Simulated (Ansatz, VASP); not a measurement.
# Two plane-wave programs on HfO2

The input POSCAR:

```
HfO2
1.0
    5.1180000000      0.0000000000      0.0000000000
    0.0000000000      5.1857000000      0.0000000000
   -0.8586630598      0.0000000000      5.2138671406
Hf O
4 8
Direct
    0.2755000000      0.0397000000      0.2080000000
    0.7245000000      0.5397000000      0.2920000000
    0.7245000000      0.9603000000      0.7920000000
    0.2755000000      0.4603000000      0.7080000000
    0.4487000000      0.7581000000      0.4801000000
    0.5513000000      0.2581000000      0.0199000000
    0.5513000000      0.2419000000      0.5199000000
    0.4487000000      0.7419000000      0.9801000000
    0.0742000000      0.3316000000      0.3467000000
    0.9258000000      0.8316000000      0.1533000000
    0.9258000000      0.6684000000      0.6533000000
    0.0742000000      0.1684000000      0.8467000000
```

Contents of INCAR.step1:

```
PREC     = Accurate       # precision mode
ENCUT    = 520            # plane-wave cutoff, eV
ISMEAR   = 0              # smearing method
SIGMA    = 0.1            # smearing width, eV
LREAL    = False          # projectors in reciprocal space
LASPH    = True           # aspherical terms in the spheres
NELM     = 100            # most SCF steps
NBANDS   = 56             # bands
GGA      = PE             # functional
ALGO     = Normal         # electronic algorithm
EDIFF    = 1E-4           # SCF threshold, eV
LWAVE    = True           # write WAVECAR
LCHARG   = False          # write CHGCAR
```

INCAR.step2

```
PREC     = Accurate       # precision mode
ENCUT    = 520            # plane-wave cutoff, eV
EDIFF    = 1E-6           # SCF threshold, eV
ISMEAR   = 0              # smearing method
SIGMA    = 0.1            # smearing width, eV
LREAL    = False          # projectors in reciprocal space
LASPH    = True           # aspherical terms in the spheres
NELM     = 100            # most SCF steps
ALGO     = Normal         # electronic algorithm
ISIF     = 2              # what is computed and relaxed
LWAVE    = False          # write WAVECAR
LCHARG   = False          # write CHGCAR
METAGGA  = R2SCAN         # meta-GGA
LMIXTAU  = True         
NBANDS   = 56             # bands
ISTART   = 1
```

File KPOINTS:

```
regular mesh
0
Gamma
  4 4 4
```

Input for Ansatz:

```yaml
crystal:
  lattice:
    - [5.118, 0.0, 0.0]
    - [0.0, 5.1857, 0.0]
    - [-0.8586630598, 0.0, 5.2138671406]
  atoms:
    - { symbol: Hf, position: [0.2755, 0.0397, 0.208] }
    - { symbol: Hf, position: [0.7245, 0.5397, 0.292] }
    - { symbol: Hf, position: [0.7245, 0.9603, 0.792] }
    - { symbol: Hf, position: [0.2755, 0.4603, 0.708] }
    - { symbol: O, position: [0.4487, 0.7581, 0.4801] }
    - { symbol: O, position: [0.5513, 0.2581, 0.0199] }
    - { symbol: O, position: [0.5513, 0.2419, 0.5199] }
    - { symbol: O, position: [0.4487, 0.7419, 0.9801] }
    - { symbol: O, position: [0.0742, 0.3316, 0.3467] }
    - { symbol: O, position: [0.9258, 0.8316, 0.1533] }
    - { symbol: O, position: [0.9258, 0.6684, 0.6533] }
    - { symbol: O, position: [0.0742, 0.1684, 0.8467] }
basis:
  ecutwfc: 500
kpoints:
  mp_grid: { grid: [4, 4, 4] }
hamiltonian:
  xc: r2scan
scf:
  occupations: { method: gaussian, width: 0.1 }
output:
  forces: true
  stress: true
  eigenvalues: true
```

Alike in both runs: task single point; functional r2SCAN; k mesh 4 × 4 × 4; occupations gaussian, width 0.1 eV; no spin polarisation.

|  | VASP | Ansatz |
| --- | --- | --- |
| version | VASP 6.6.1 | Ansatz 0.2.0 |
| potentials or method | VASP PAW PBE potentials, release 64 (Hf_pv, O), cutoff 520 eV | scalar-relativistic, plane waves, PAW |
| valence electrons in the cell | 88 | 152 |

VASP gave:

| Quantity | Value |
| --- | --- |
| gap on the k mesh at the Fermi level (eV) | 4.62 |
| least direct gap on the mesh (eV) | 4.71 |
| pressure (GPa) | -3.1 |
| traceless stress, the component that is largest in VASP (GPa) | -0.83 |
| rms of the force components (eV/Å) | 0.153 |

Q: Estimate Ansatz's values.

A: gap on the k mesh at the Fermi level (eV): 4.66; least direct gap on the mesh (eV): 4.75; pressure (GPa): 0.3; traceless stress, the component that is largest in VASP (GPa): -0.76; rms of the force components (eV/Å): 0.169.

VASP's potentials were made for PBE, not for r2SCAN. Atom by atom the forces differ by 0.039 eV/Å (rms over components). With one functional, cell and mesh, what is left measures potentials, basis and numerics. VASP's potentials hold 88 valence electrons a cell and Ansatz's 152, so a difference there can come from the potentials and not from the codes.

Spin-orbit coupling is off throughout.
